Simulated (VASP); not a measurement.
# LaF5 (F-43m) in VASP: a series of runs

Runs on LaF5. Level: PBE. Tasks: single point.

All numbers are computed with VASP 6.6.1; they aren't measurements. Logs are shortened: lines on timing, memory, paths and dates and some standing lists are left out, and cuts for length are marked.

## (1) The cell of the first run

Symmetry: F-43m, No. 216, cubic system. The conventional cell has a = 6.519 Å, b = 6.519 Å, c = 6.519 Å, α = 90.00°, β = 90.00°, γ = 90.00°. La (site symmetry -43m) has 16 F at 2.70 to 2.82 Å within 3.6 Å. Within 3.0 Å of F (site symmetry 3m) lie 9 F at 2.29 to 2.70 Å and 3 La at 2.70 Å. Within 3.6 Å of F (site symmetry -43m) lie 12 F at 2.70 Å and 4 La at 2.82 Å.

## (2) Single point, PBE

Contents of INCAR:

```
PREC = Accurate
ENCUT = 520
EDIFF = 1E-6
ISMEAR = 0
SIGMA = 0.1
LREAL = False
LASPH = True
NELM = 80
ALGO = Normal
ISIF = 2
LWAVE = False
LCHARG = True
GGA = PE
LELF = True
LVHAR = True
NBANDS = 32
```

Contents of KPOINTS:

```
Automatic mesh
0
Gamma
  4 4 4
```

Contents of POSCAR:

```
LaF5
1.0
    0.0000000000      3.2594032835      3.2594032835
    3.2594032835      0.0000000000      3.2594032835
    3.2594032835      3.2594032835      0.0000000000
La F
1 5
Direct
    0.0000000000      0.0000000000      0.0000000000
    0.1229518533      0.6256827156      0.6256827156
    0.6256827156      0.6256827156      0.6256827156
    0.6256827156      0.1229518533      0.6256827156
    0.6256827156      0.6256827156      0.1229518533
    0.2500000000      0.2500000000      0.2500000000
```

Potentials or basis: VASP PAW PBE potentials, release 64 (La, F).

Started as:

```sh
$ cat potpaw_PBE.64/La/POTCAR potpaw_PBE.64/F/POTCAR > POTCAR
$ mpirun -np 1 vasp_std > vasp.out
```

OUTCAR:

```text
PREC = Accurate
   ENCUT = 520
   EDIFF = 1E-6
   ISMEAR = 0
   LREAL = False
   LASPH = True
   NELM = 80
   ISIF = 2
   GGA = PE

 ion  position               nearest neighbor table
   1  0.000  0.000  0.000-   2 2.70   4 2.70   5 2.70   3 2.70   3 2.70   3 2.70   2 2.70   5 2.70
                             4 2.70   2 2.70   4 2.70   5 2.70
   2  0.123  0.626  0.626-   1 2.70   1 2.70   1 2.70
   3  0.626  0.626  0.626-   1 2.70   1 2.70   1 2.70
   4  0.626  0.123  0.626-   1 2.70   1 2.70   1 2.70
   5  0.626  0.626  0.123-   1 2.70   1 2.70   1 2.70
   6  0.250  0.250  0.250-

  LATTYP: Found a face centered cubic cell.
 ALAT       =     6.5188065670

  Lattice vectors:

 A1 = (   0.0000000000,   3.2594032835,   3.2594032835)
 A2 = (   3.2594032835,   0.0000000000,   3.2594032835)
 A3 = (   3.2594032835,   3.2594032835,   0.0000000000)

Analysis of symmetry for initial positions (statically):
=====================================================================
 Subroutine PRICEL returns:
 Original cell was already a primitive cell.

 Routine SETGRP: Setting up the symmetry group for a
 face centered cubic supercell.

 Subroutine GETGRP returns: Found 24 space group operations
 (whereof 24 operations were pure point group operations)
 out of a pool of 48 trial point group operations.

The static configuration has the point symmetry T_d .

Analysis of symmetry for dynamics (positions and initial velocities):
=====================================================================
 Subroutine PRICEL returns:
 Original cell was already a primitive cell.

 Routine SETGRP: Setting up the symmetry group for a
 face centered cubic supercell.

 Subroutine GETGRP returns: Found 24 space group operations
 (whereof 24 operations were pure point group operations)
 out of a pool of 48 trial point group operations.

The dynamic configuration has the point symmetry T_d .

 Subroutine INISYM returns: Found 24 space group operations
 (whereof 24 operations are pure point group operations),
 and found     1 'primitive' translations

----------------------------------------------------------------------------------------

                                     Primitive cell

  volume of cell :      69.2539

  direct lattice vectors                    reciprocal lattice vectors
     0.000000000  3.259403284  3.259403284    -0.153402312  0.153402312  0.153402312
     3.259403284  0.000000000  3.259403284     0.153402312 -0.153402312  0.153402312
     3.259403284  3.259403284  0.000000000     0.153402312  0.153402312 -0.153402312

  length of vectors
     4.609492329  4.609492329  4.609492329     0.265700599  0.265700599  0.265700599

  position of ions in fractional coordinates (direct lattice)
     0.000000000  0.000000000  0.000000000
     0.122951853  0.625682716  0.625682716
     0.625682716  0.625682716  0.625682716
     0.625682716  0.122951853  0.625682716
     0.625682716  0.625682716  0.122951853
     0.250000000  0.250000000  0.250000000

  ion indices of the primitive-cell ions
   primitive index   ion index
                 1           1
                 2           2
                 3           3
                 4           4
                 5           5
                 6           6

----------------------------------------------------------------------------------------

 KPOINTS: Automatic mesh

Automatic generation of k-mesh.
 Grid dimensions read from file:
 generate k-points for:    4    4    4

 Generating k-lattice:

  Cartesian coordinates                     Fractional coordinates (reciprocal lattice)
    -0.038350578  0.038350578  0.038350578     0.250000000  0.000000000  0.000000000
     0.038350578 -0.038350578  0.038350578     0.000000000  0.250000000  0.000000000
     0.038350578  0.038350578 -0.038350578     0.000000000  0.000000000  0.250000000

  Length of vectors
     0.066425150  0.066425150  0.066425150

  Shift w.r.t. Gamma in fractional coordinates (k-lattice)
     0.000000000  0.000000000  0.000000000

 Subroutine IBZKPT returns following result:
 ===========================================

 Found      8 irreducible k-points:

 Following reciprocal coordinates:
            Coordinates               Weight
  0.000000  0.000000  0.000000      1.000000
  0.250000  0.000000  0.000000      8.000000
  0.500000  0.000000  0.000000      4.000000
  0.250000  0.250000  0.000000      6.000000
  0.500000  0.250000  0.000000     24.000000
 -0.250000  0.250000  0.000000     12.000000
  0.500000  0.500000  0.000000      3.000000
 -0.250000  0.500000  0.250000      6.000000
   k-points           NKPTS =      8   k-points in BZ     NKDIM =      8   number of bands    NBANDS=     32
   number of dos      NEDOS =    301   number of ions     NIONS =      6
   total plane-waves  NPLWV =  46656
   dimension x,y,z NGX =    36 NGY =   36 NGZ =   36
   dimension x,y,z NGXF=    72 NGYF=   72 NGZF=   72
   ions per type =               1   5
   NGX,Y,Z   is equivalent  to a cutoff of  12.98, 12.98, 12.98 a.u.
   NGXF,Y,Z  is equivalent  to a cutoff of  25.97, 25.97, 25.97 a.u.
 SYSTEM =  unknown system
   PREC   = accura    normal or accurate (medium, high low for compatibility)
   ISTART =      0    job   : 0-new  1-cont  2-samecut
   ICHARG =      2    charge: 1-file 2-atom 10-const
   ISPIN  =      1    spin polarized calculation?
   LNONCOLLINEAR =      F non collinear calculations
   LSORBIT =      F    spin-orbit coupling
   LASPH  =      T    aspherical Exc in radial PAW
   ENCUT  =  520.0 eV  38.22 Ry    6.18 a.u.   8.57  8.57  8.57*2*pi/ulx,y,z
   NELM   =     80;   NELMIN=  2; NELMDL= -5     # of ELM steps
   EDIFF  = 0.1E-05   stopping-criterion for ELM
   LREAL  =      F    real-space projection
   EDIFFG = 0.1E-04   stopping-criterion for IOM
   NSW    =      0    number of steps for IOM
   IBRION =     -1    ionic relax: 0-MD 1-quasi-New 2-CG
   NFREE  =      0    steps in history (QN), initial steepest desc. (CG)
   ISIF   =      2    stress and relaxation
   ISYM   =      2    0-nonsym 1-usesym 2-fastsym
   POTIM  = 0.5000    time-step for ionic-motion
   TEBEG  =    0.0;   TEEND  =   0.0 temperature during run
   PSTRESS=    0.0 pullay stress
   NELECT =      46.0000    total number of electrons
   NUPDOWN=      -1.0000    fix difference up-down
   EMIN   =  10.00;   EMAX   =-10.00  energy-range for DOS
   EFERMI =   0.00;   METHOD = LEGACY
   ISMEAR =     0;   SIGMA  =   0.10  broadening in eV -4-tet -1-fermi 0-gaus
   EFERMI_NEDOS =   21; number of points for ismear=-14 and -15
   IALGO  =     38    algorithm
   IMIX   =      4    mixing-type and parameters
     AMIX     =   0.40;   BMIX     =  1.00
     AMIX_MAG =   1.60;   BMIX_MAG =  1.00
  volume/ion in A,a.u.               =      11.54        77.89
  Fermi-wavevector in a.u.,A,eV,Ry     =   1.428387  2.699261 27.759838  2.040291
  Thomas-Fermi vector in A             =   2.548455
   LORBIT       =      0    0 simple, 1 ext, 2 COOP (PROOUT), +10 PAW based schemes
   GGA     = PE    functional components
   LHFCALC =     F    Hartree Fock is set to
   AEXX    =    0.0000 exact exchange contribution
   IVDW    =     0    specifies the selected vdW correction
   LEPSILON=     F    determine dielectric tensor
   LRPA    =     F    only Hartree local field effects (RPA)
 non-spin polarized calculation
 Gauss-broadening in eV      SIGMA  =   0.10
  energy-cutoff  :      520.00
  volume of cell :       69.25
 maximum number of plane-waves:      1892
 NGX is ok and might be reduce to    36
   NGX = 17   NGY = 17   NGZ = 17

 number of electron      45.9999959 magnetization

 Free energy of the ion-electron system (eV)
  ---------------------------------------------------
  ext. energy  EPLUGINS =         0.00000000
  ---------------------------------------------------
  free energy    TOTEN  =       -28.00188909 eV

  energy without entropy =      -27.95407002  energy(sigma->0) =      -27.97797956

 E-fermi :   2.3847     XC(G=0): -10.8847

 val. band max:        2.3844278624   @ k =   0.5000   0.2500   0.0000
 cond. band min:       2.4574733197   @ k =   0.5000   0.0000   0.0000
 fundamental gap:      0.0730454573
 Fermi energy:         2.3846578968

 k-point     1 :       0.0000    0.0000    0.0000
  band No.  band energies     occupation
      1     -27.4576      2.00000
      2     -19.4189      2.00000
      3     -17.8048      2.00000
      4     -17.8048      2.00000
      5     -17.8048      2.00000
      6     -16.8549      2.00000
[... 24 lines left out ...]
     31       7.3759      0.00000
     32      10.8376      0.00000

 k-point     2 :       0.2500    0.0000    0.0000
  band No.  band energies     occupation
      1     -27.4342      2.00000
      2     -19.3445      2.00000
      3     -18.0346      2.00000
      4     -17.8127      2.00000
      5     -17.8127      2.00000
      6     -16.8869      2.00000
[... 24 lines left out ...]
     31       7.3974      0.00000
     32      10.3676      0.00000

 k-point     3 :       0.5000    0.0000    0.0000
  band No.  band energies     occupation
      1     -27.4106      2.00000
      2     -19.2311      2.00000
      3     -18.3011      2.00000
      4     -17.8197      2.00000
      5     -17.8197      2.00000
      6     -16.9180      2.00000
[... 24 lines left out ...]
     31       7.3909      0.00000
     32       9.6951      0.00000

 k-point     4 :       0.2500    0.2500    0.0000
  band No.  band energies     occupation
      1     -27.4267      2.00000
      2     -19.2939      2.00000
      3     -18.0937      2.00000
      4     -17.8367      2.00000
      5     -17.8367      2.00000
      6     -16.9091      2.00000
[... 24 lines left out ...]
     31       7.4074      0.00000
     32       9.8722      0.00000

 k-point     5 :       0.5000    0.2500    0.0000
  band No.  band energies     occupation
      1     -27.4034      2.00000
      2     -19.1024      2.00000
      3     -18.4444      2.00000
      4     -17.8450      2.00000
      5     -17.8438      2.00000
      6     -16.9437      2.00000
[... 24 lines left out ...]
     31       7.4166      0.00000
     32       9.8540      0.00000

 k-point     6 :      -0.2500    0.2500    0.0000
  band No.  band energies     occupation
      1     -27.4109      2.00000
      2     -19.1955      2.00000
      3     -18.3245      2.00000
      4     -17.8377      2.00000
      5     -17.8197      2.00000
      6     -16.9246      2.00000
[... 24 lines left out ...]
     31       7.4095      0.00000
     32      10.0564      0.00000

 k-point     7 :       0.5000    0.5000    0.0000
  band No.  band energies     occupation
      1     -27.3961      2.00000
      2     -18.9144      2.00000
      3     -18.6386      2.00000
      4     -17.8676      2.00000
      5     -17.8676      2.00000
      6     -16.9792      2.00000
[... 24 lines left out ...]
     31       7.4152      0.00000
     32       9.8508      0.00000

 k-point     8 :      -0.2500    0.5000    0.2500
  band No.  band energies     occupation
      1     -27.3958      2.00000
      2     -18.8967      2.00000
      3     -18.6876      2.00000
      4     -17.9100      2.00000
      5     -17.8069      2.00000
      6     -16.9554      2.00000
[... 24 lines left out ...]
     31       7.4155      0.00000
     32      10.1457      0.00000

------------------------ aborting loop because EDIFF is reached ----------------------------------------

  FORCE on cell =-STRESS in cart. coord.  units (eV):
  Direction    XX          YY          ZZ          XY          YZ          ZX
  --------------------------------------------------------------------------------------
  -------------------------------------------------------------------------------------
  Total       -0.2238084     -0.2238084     -0.2238084     -0.0000000      0.0000000      0.0000000
  in kB       -5.1777687     -5.1777687     -5.1777687     -0.0000000      0.0000000      0.0000000
  external PRESSURE =      -5.1777687 kB  Pullay stress =       0.0000000 kB

 VOLUME and BASIS-vectors are now :
 -----------------------------------------------------------------------------
  energy-cutoff  :      520.00
  volume of cell :       69.25
      direct lattice vectors                 reciprocal lattice vectors
     0.000000000  3.259403284  3.259403284    -0.153402312  0.153402312  0.153402312
     3.259403284  0.000000000  3.259403284     0.153402312 -0.153402312  0.153402312
     3.259403284  3.259403284  0.000000000     0.153402312  0.153402312 -0.153402312

 POSITION                                       TOTAL-FORCE (eV/Angst)
 -----------------------------------------------------------------------------------
      0.00000      0.00000      0.00000        -0.000000      0.000000      0.000000
      4.07870      2.44010      2.44010         0.001483     -0.001483     -0.001483
      4.07870      4.07870      4.07870         0.001483      0.001483      0.001483
      2.44010      4.07870      2.44010        -0.001483      0.001483     -0.001483
      2.44010      2.44010      4.07870        -0.001483     -0.001483      0.001483
      1.62970      1.62970      1.62970        -0.000000      0.000000      0.000000
 -----------------------------------------------------------------------------------
    total drift:                               -0.000001     -0.000001     -0.000001

  FREE ENERGIE OF THE ION-ELECTRON SYSTEM (eV)
  ---------------------------------------------------
  free  energy   TOTEN  =       -28.0018890949 eV

  energy  without entropy=      -27.9540700244  energy(sigma->0) =      -27.97797956
```

Run time: 66 s. Hardware: 1 thread of AMD EPYC 7R13, shared host; peak memory 0.18 GiB.

What came out:

* Free energy: -28.0019 eV
* Pressure: -0.5 GPa
* Band gap on the k mesh: zero (band 23 reaches 2.70 eV, above the bottom of band 24 at 2.14 eV)

Forces on the atoms (eV/Å):
```
La   0.000  0.000  0.000
F    0.001 -0.001 -0.001
F    0.001  0.001  0.001
F   -0.001  0.001 -0.001
F   -0.001 -0.001  0.001
F    0.000  0.000  0.000
```

Caveat: the k points lie up to 0.42 Å⁻¹ apart; spin-orbit coupling is left out, which moves the levels of the heavy elements.

## (3) Single point, PBE

This run uses another cell than the first one, of 14.39 Å³/atom, 1.247 times its volume.

Contents of INCAR:

```
SYSTEM = LaF5
PREC     = Accurate       ! precision mode
ENCUT    = 520            ! plane-wave cutoff, eV
EDIFF    = 1E-7           ! SCF threshold, eV
ISMEAR   = 0              ! smearing method
SIGMA    = 0.1            ! smearing width, eV
LREAL    = .FALSE.        ! projectors in reciprocal space
LASPH    = .TRUE.         ! aspherical terms in the spheres
NELM     = 60             ! most SCF steps
ALGO     = Normal         ! electronic algorithm
ISIF     = 2              ! what is computed and relaxed
LWAVE    = .FALSE.        ! write WAVECAR
LCHARG   = .FALSE.        ! write CHGCAR
GGA      = PE             ! functional
NBANDS   = 32             ! bands
```

Contents of KPOINTS:

```
regular mesh
0
G
  4 4 4
  0 0 0
```

Contents of POSCAR:

```
LaF5
1.0
    0.0000000000      3.5082681400      3.5082681400
    3.5082681400      0.0000000000      3.5082681400
    3.5082681400      3.5082681400      0.0000000000
La F
1 5
Direct
    0.0000000000      0.0000000000      0.0000000000
    0.1250000000      0.6250000000      0.6250000000
    0.6250000000      0.6250000000      0.6250000000
    0.6250000000      0.1250000000      0.6250000000
    0.6250000000      0.6250000000      0.1250000000
    0.2500000000      0.2500000000      0.2500000000
```

Potentials or basis: VASP PAW PBE potentials, release 64 (La, F).

Started as:

```sh
$ cat potpaw_PBE.64/La/POTCAR potpaw_PBE.64/F/POTCAR > POTCAR
$ mpirun -np 1 vasp_std > vasp.out
```

Wall time 93 s (1 thread of AMD EPYC 7R13, shared host); peak memory 0.21 GiB.

It converged, with:

```yaml
Free_energy: -27.1322 eV
Pressure: -13.5 GPa
Band_gap_on_the_k_mesh: zero (band 23 reaches 0.65 eV, above the bottom of band 24 at 0.28 eV)
```

Levels at points of the mesh, in eV from the Fermi level:
| k point | band 20 | band 21 | band 22 | band 23 | band 24 | band 25 |
| --- | --- | --- | --- | --- | --- | --- |
| (0.00, 0.00, 0.00) | -0.41 | -0.41 | 0.20 | 0.20 | 0.20 | 3.62 |
| (0.50, 0.00, 0.00) | -0.39 | -0.23 | -0.23 | 0.05 | 0.05 | 3.61 |
| (0.50, 0.50, 0.00) | -0.36 | -0.30 | -0.30 | -0.04 | -0.04 | 3.60 |

Caveat: the k points lie up to 0.39 Å⁻¹ apart; spin-orbit coupling is left out, which moves the levels of the heavy elements.
